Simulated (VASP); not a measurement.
# HfB2 in VASP: a series of runs

Runs on HfB2. Level: PBEsol. Tasks: electric field gradients.

Program: VASP 6.6.1. These are calculated values, not measurements. Logs are shortened: lines on timing, memory, paths and dates and some standing lists are left out, and cuts for length are marked.

## (1) The cell of the first run

The structure is hexagonal, space group P6/mmm (No. 191). Conventional cell: a = 3.140 Å, b = 3.140 Å, c = 3.550 Å, α = 90.00°, β = 90.00°, γ = 120.00°. Within 3.3 Å of Hf (site symmetry 6/mmm) lie 12 B at 2.54 Å and 6 Hf at 3.14 Å. B (site symmetry -6m2) has 3 B at 1.81 Å within 2.4 Å.

## (2) Electric field gradients, PBEsol (zz strain of +2 %)

INCAR reads:

```
SYSTEM = HfB2
ALGO = Normal
EDIFF = 1E-8
ENCUT = 520
GGA = PS
ISIF = 2
ISMEAR = -1
LASPH = .True.
LCHARG = .False.
LEFG = .True.
LREAL = .False.
LWAVE = .False.
NBANDS = 15
NELM = 80
PREC = Accurate
SIGMA = 0.05
```

KPOINTS reads:

```
k-points
0
Gamma
  13 13 11
  0 0 0
```

POSCAR reads:

```
HfB2
1.0
    3.1400001005      0.0000000000      0.0000000000
   -1.5700000503      2.7193198549      0.0000000000
    0.0000000000      0.0000000000      3.5496000000
Hf B
1 2
Direct
    0.0000000000      0.0000000000      0.0000000000
    0.3333333333      0.6666666667      0.5000000000
    0.6666666667      0.3333333333      0.5000000000
```

Potentials or basis: VASP PAW PBE potentials, release 64 (Hf_pv, B).

Command:

```bash
cat potpaw_PBE.64/Hf_pv/POTCAR potpaw_PBE.64/B/POTCAR > POTCAR
mpirun -np 1 vasp_std > vasp.out
```

OUTCAR:

```text
SYSTEM = HfB2
   EDIFF = 1E-8
   ENCUT = 520
   GGA = PS
   ISIF = 2
   ISMEAR = -1
   LASPH = .True.
   LREAL = .False.
   NELM = 80
   PREC = Accurate

 ion  position               nearest neighbor table
   1  0.000  0.000  0.000-   2 2.54   3 2.54   2 2.54   3 2.54   3 2.54   3 2.54   2 2.54   2 2.54
                             3 2.54   3 2.54   2 2.54   2 2.54
   2  0.333  0.667  0.500-   3 1.81   3 1.81   3 1.81   1 2.54   1 2.54   1 2.54   1 2.54   1 2.54
                             1 2.54
   3  0.667  0.333  0.500-   2 1.81   2 1.81   2 1.81   1 2.54   1 2.54   1 2.54   1 2.54   1 2.54
                             1 2.54

  LATTYP: Found a hexagonal cell.
 ALAT       =     3.1400001005
 C/A-ratio  =     1.1304458237

  Lattice vectors:

 A1 = (   3.1400001005,   0.0000000000,   0.0000000000)
 A2 = (  -1.5700000503,   2.7193198549,   0.0000000000)
 A3 = (   0.0000000000,   0.0000000000,   3.5496000000)

Analysis of symmetry for initial positions (statically):
=====================================================================
 Subroutine PRICEL returns:
 Original cell was already a primitive cell.

 Routine SETGRP: Setting up the symmetry group for a
 hexagonal supercell.

 Subroutine GETGRP returns: Found 24 space group operations
 (whereof 24 operations were pure point group operations)
 out of a pool of 24 trial point group operations.

The static configuration has the point symmetry D_6h.

Analysis of symmetry for dynamics (positions and initial velocities):
=====================================================================
 Subroutine PRICEL returns:
 Original cell was already a primitive cell.

 Routine SETGRP: Setting up the symmetry group for a
 hexagonal supercell.

 Subroutine GETGRP returns: Found 24 space group operations
 (whereof 24 operations were pure point group operations)
 out of a pool of 24 trial point group operations.

The dynamic configuration has the point symmetry D_6h.

 Subroutine INISYM returns: Found 24 space group operations
 (whereof 24 operations are pure point group operations),
 and found     1 'primitive' translations

[... 143 lines left out ...]

 E-fermi :   7.4363     XC(G=0): -12.5866

 val. band max:        7.4073815337   @ k =   0.0769   0.0769   0.3636
 cond. band min:       7.4434734303   @ k =   0.3077   0.1538   0.0000
 fundamental gap:      0.0360918966
 Fermi energy:         7.4362958243

 k-point     1 :       0.0000    0.0000    0.0000
  band No.  band energies     occupation
      1     -23.2883      2.00000
      2     -22.7694      2.00000
      3     -22.7694      2.00000
      4      -6.2286      2.00000
      5       4.2986      2.00000
      6       4.4719      2.00000
      7       4.6893      2.00000
      8       4.6893      2.00000
      9      11.3035      0.00000
     10      11.3035      0.00000
     11      11.7826      0.00000
     12      11.7826      0.00000
     13      12.4550      0.00000
     14      12.4550      0.00000
[... 401 lines left out ...]
      2     -22.9393      2.00000
      3     -22.8064      2.00000
      4      -5.6206      2.00000
      5       3.2894      2.00000
      6       3.5510      2.00000
      7       4.6372      2.00000
      8       5.4086      2.00000
      9       9.5564      0.00000
     10      10.0704      0.00000
     11      11.7986      0.00000
     12      11.9731      0.00000
     13      12.8564      0.00000
     14      14.4013      0.00000
     15      14.6751      0.00000

 [... further k-points ...]
[... 5 lines left out ...]
  --------------------------------------------------------------------------------------
  -------------------------------------------------------------------------------------
  Total       -1.1959706     -1.1959706     -2.5902295      0.0000000      0.0000000      0.0000000
  in kB      -63.2210528    -63.2210528   -136.9239624      0.0000000      0.0000000      0.0000000
  external PRESSURE =     -87.7886893 kB  Pullay stress =       0.0000000 kB

 VOLUME and BASIS-vectors are now :
 -----------------------------------------------------------------------------
  energy-cutoff  :      520.00
  volume of cell :       30.31
      direct lattice vectors                 reciprocal lattice vectors
     3.140000101  0.000000000  0.000000000     0.318471327  0.183869507  0.000000000
    -1.570000050  2.719319855  0.000000000     0.000000000  0.367739013  0.000000000
     0.000000000  0.000000000  3.549600000     0.000000000  0.000000000  0.281721884

 POSITION                                       TOTAL-FORCE (eV/Angst)
 -----------------------------------------------------------------------------------
      0.00000      0.00000      0.00000        -0.000000     -0.000000      0.000000
     -0.00000      1.81288      1.77480         0.000000     -0.000000      0.000000
      1.57000      0.90644      1.77480        -0.000000      0.000000      0.000000
 -----------------------------------------------------------------------------------
    total drift:                               -0.000000      0.000000      0.000000

  FREE ENERGIE OF THE ION-ELECTRON SYSTEM (eV)
  ---------------------------------------------------
  free  energy   TOTEN  =       -27.8245303609 eV

  energy  without entropy=      -27.8228830492  energy(sigma->0) =      -27.82370671

 Electric field gradients (V/A^2)
---------------------------------------------------------------------
 ion       V_xx      V_yy      V_zz      V_xy      V_xz      V_yz
---------------------------------------------------------------------
   1     -42.219   -42.219    84.439    -0.000     0.000    -0.000
   2      -1.404    -1.404     2.807    -0.000     0.000    -0.000
   3      -1.404    -1.404     2.807    -0.000     0.000    -0.000
---------------------------------------------------------------------

 Electric field gradients after diagonalization (V/A^2)
 (convention: |V_zz| > |V_xx| > |V_yy|)
----------------------------------------------------------------------
 ion       V_xx      V_yy      V_zz     asymmetry (V_yy - V_xx)/ V_zz
----------------------------------------------------------------------
   1     -42.219   -42.219    84.439       0.000
   2      -1.404    -1.404     2.807       0.000
   3      -1.404    -1.404     2.807       0.000
----------------------------------------------------------------------

           NMR quadrupolar parameters

 Cq : quadrupolar parameter    Cq=e*Q*V_zz/h
 eta: asymmetry parameters     (V_yy - V_xx)/ V_zz
 Q  : nuclear electric quadrupole moment in mb (millibarn)
----------------------------------------------------------------------
 ion       Cq(MHz)       eta       Q (mb)
----------------------------------------------------------------------
   1       0.204       0.000       1.000
   2       0.007       0.000       1.000
   3       0.007       0.000       1.000
----------------------------------------------------------------------
```

Run time: 39 s. Hardware: 1 thread of AMD EPYC 7R13 (Zen 3), shared host; peak memory 0.15 GiB.

What came out:

| Property | Result |
| --- | --- |
| Free energy | -27.8245 eV |
| Pressure | -8.8 GPa |
| Band gap on the k mesh | zero (band 8 reaches 8.18 eV, above the bottom of band 9 at 7.00 eV) |

Stress tensor (GPa, compression positive):
```
 -6.32   0.00   0.00
  0.00  -6.32   0.00
  0.00   0.00 -13.69
```

Levels at points of the mesh, in eV from the Fermi level:
```csv
k point,band 6,band 7,band 8,band 9,band 10,band 11
"(0.00, 0.00, 0.00)",-2.96,-2.75,-2.75,3.87,3.87,4.35
```

Electric field gradients, principal values (V/Å²):
```tsv
atom	least	middle	greatest (by size)
1 Hf	-42.219	-42.219	84.439
2 B	-1.404	-1.404	2.807
3 B	-1.404	-1.404	2.807
```

Caveat: the cell differs from its parent crystal (zz strain of +2 %); without QUAD_EFG the Cq values of the log hold for a quadrupole moment of 1 mb, not for the nuclei; the PAW data sets were made with another functional, which shifts forces and pressure a little; spin-orbit coupling is left out, which moves the levels of the heavy elements.

## (3) Electric field gradients, PBEsol (zz strain of +2 %)

INCAR reads:

```
PREC = Accurate ; ENCUT = 520
EDIFF = 1E-8 ; ISMEAR = -1
SIGMA = 0.05 ; LREAL = F
LASPH = T ; NELM = 60
ALGO = Normal ; ISIF = 2
LWAVE = F ; LCHARG = F
GGA = PS ; LEFG = T
NBANDS = 15
```

KPOINTS reads:

```
Automatic mesh
0
Gamma
  13 13 11
```

POSCAR is that of step 2.

Potentials or basis: VASP PAW PBE potentials, release 64 (Hf_pv, B).

Command:

```bash
cat potpaw_PBE.64/Hf_pv/POTCAR potpaw_PBE.64/B/POTCAR > POTCAR
mpirun -np 1 vasp_std > vasp.out
```

OUTCAR:

```text
PREC = Accurate
   ENCUT = 520
   EDIFF = 1E-8
   ISMEAR = -1
   LREAL = F
   LASPH = T
   NELM = 60
   ISIF = 2
   GGA = PS

 ion  position               nearest neighbor table
   1  0.000  0.000  0.000-   2 2.54   3 2.54   2 2.54   3 2.54   3 2.54   3 2.54   2 2.54   2 2.54
                             3 2.54   3 2.54   2 2.54   2 2.54
   2  0.333  0.667  0.500-   3 1.81   3 1.81   3 1.81   1 2.54   1 2.54   1 2.54   1 2.54   1 2.54
                             1 2.54
   3  0.667  0.333  0.500-   2 1.81   2 1.81   2 1.81   1 2.54   1 2.54   1 2.54   1 2.54   1 2.54
                             1 2.54

  LATTYP: Found a hexagonal cell.
 ALAT       =     3.1400001005
 C/A-ratio  =     1.1304458237

  Lattice vectors:

 A1 = (   3.1400001005,   0.0000000000,   0.0000000000)
 A2 = (  -1.5700000503,   2.7193198549,   0.0000000000)
 A3 = (   0.0000000000,   0.0000000000,   3.5496000000)

Analysis of symmetry for initial positions (statically):
[... 633 lines left out ...]
     0.000000000  0.000000000  3.549600000     0.000000000  0.000000000  0.281721884

 POSITION                                       TOTAL-FORCE (eV/Angst)
 -----------------------------------------------------------------------------------
      0.00000      0.00000      0.00000        -0.000000     -0.000000      0.000000
     -0.00000      1.81288      1.77480         0.000000     -0.000000      0.000000
      1.57000      0.90644      1.77480        -0.000000      0.000000      0.000000
 -----------------------------------------------------------------------------------
    total drift:                               -0.000000      0.000000      0.000000

  FREE ENERGIE OF THE ION-ELECTRON SYSTEM (eV)
  ---------------------------------------------------
  free  energy   TOTEN  =       -27.8245303609 eV

  energy  without entropy=      -27.8228830492  energy(sigma->0) =      -27.82370671

 Electric field gradients (V/A^2)
---------------------------------------------------------------------
 ion       V_xx      V_yy      V_zz      V_xy      V_xz      V_yz
---------------------------------------------------------------------
   1     -42.219   -42.219    84.439    -0.000     0.000    -0.000
   2      -1.404    -1.404     2.807    -0.000     0.000    -0.000
   3      -1.404    -1.404     2.807    -0.000     0.000    -0.000
---------------------------------------------------------------------

 Electric field gradients after diagonalization (V/A^2)
 (convention: |V_zz| > |V_xx| > |V_yy|)
----------------------------------------------------------------------
 ion       V_xx      V_yy      V_zz     asymmetry (V_yy - V_xx)/ V_zz
----------------------------------------------------------------------
   1     -42.219   -42.219    84.439       0.000
   2      -1.404    -1.404     2.807       0.000
   3      -1.404    -1.404     2.807       0.000
----------------------------------------------------------------------

           NMR quadrupolar parameters

 Cq : quadrupolar parameter    Cq=e*Q*V_zz/h
 eta: asymmetry parameters     (V_yy - V_xx)/ V_zz
 Q  : nuclear electric quadrupole moment in mb (millibarn)
----------------------------------------------------------------------
 ion       Cq(MHz)       eta       Q (mb)
----------------------------------------------------------------------
   1       0.204       0.000       1.000
   2       0.007       0.000       1.000
   3       0.007       0.000       1.000
----------------------------------------------------------------------
```

OSZICAR:

```text
N       E                     dE             d eps       ncg     rms          rms(c)
DAV:   1     0.260945076882E+02    0.26095E+02   -0.79895E+03  3780   0.101E+03
DAV:   2    -0.285728708431E+02   -0.54667E+02   -0.51283E+02  5078   0.217E+02
DAV:   3    -0.300798920383E+02   -0.15070E+01   -0.15012E+01  4872   0.265E+01
DAV:   4    -0.300860961553E+02   -0.62041E-02   -0.62032E-02  4578   0.209E+00
DAV:   5    -0.300861347355E+02   -0.38580E-04   -0.38578E-04  4865   0.146E-01    0.508E+01
DAV:   6    -0.279350007584E+02    0.21511E+01   -0.25903E+00  4557   0.116E+01    0.375E+01
DAV:   7    -0.278848729670E+02    0.50128E-01   -0.87113E-01  4858   0.668E+00    0.114E+01
DAV:   8    -0.278292703523E+02    0.55603E-01   -0.21205E-01  4396   0.347E+00    0.156E+00
DAV:   9    -0.278248774654E+02    0.43929E-02   -0.19825E-02  4410   0.112E+00    0.484E-01
DAV:  10    -0.278245234710E+02    0.35399E-03   -0.10084E-03  4879   0.270E-01    0.233E-01
DAV:  11    -0.278245327106E+02   -0.92396E-05   -0.76009E-05  4487   0.649E-02    0.965E-02
DAV:  12    -0.278245303181E+02    0.23925E-05   -0.36317E-06  4704   0.136E-02    0.517E-03
DAV:  13    -0.278245303406E+02   -0.22510E-07   -0.26370E-07  4753   0.402E-03    0.205E-03
DAV:  14    -0.278245303532E+02   -0.12640E-07   -0.29922E-08  4480   0.138E-03    0.928E-04
DAV:  15    -0.278245303609E+02   -0.76900E-08   -0.18051E-09  2198   0.350E-04
   1 F= -.27824530E+02 E0= -.27823707E+02  d E =-.164731E-02
```

Run time: 40 s. Hardware: 1 thread of AMD EPYC 7R13 (Zen 3), shared host; peak memory 0.15 GiB.

What came out:

| Property | Result |
| --- | --- |
| Free energy | -27.8245 eV |
| Pressure | -8.8 GPa |
| Band gap on the k mesh | zero (band 8 reaches 8.18 eV, above the bottom of band 9 at 7.00 eV) |

Electric field gradients, principal values (V/Å²):
| atom | least | middle | greatest (by size) |
| --- | --- | --- | --- |
| 1 Hf | -42.219 | -42.219 | 84.439 |
| 2 B | -1.404 | -1.404 | 2.807 |
| 3 B | -1.404 | -1.404 | 2.807 |

Caveat: the cell differs from its parent crystal (zz strain of +2 %); without QUAD_EFG the Cq values of the log hold for a quadrupole moment of 1 mb, not for the nuclei; the PAW data sets were made with another functional, which shifts forces and pressure a little; spin-orbit coupling is left out, which moves the levels of the heavy elements.

[end of part 1 of 3]
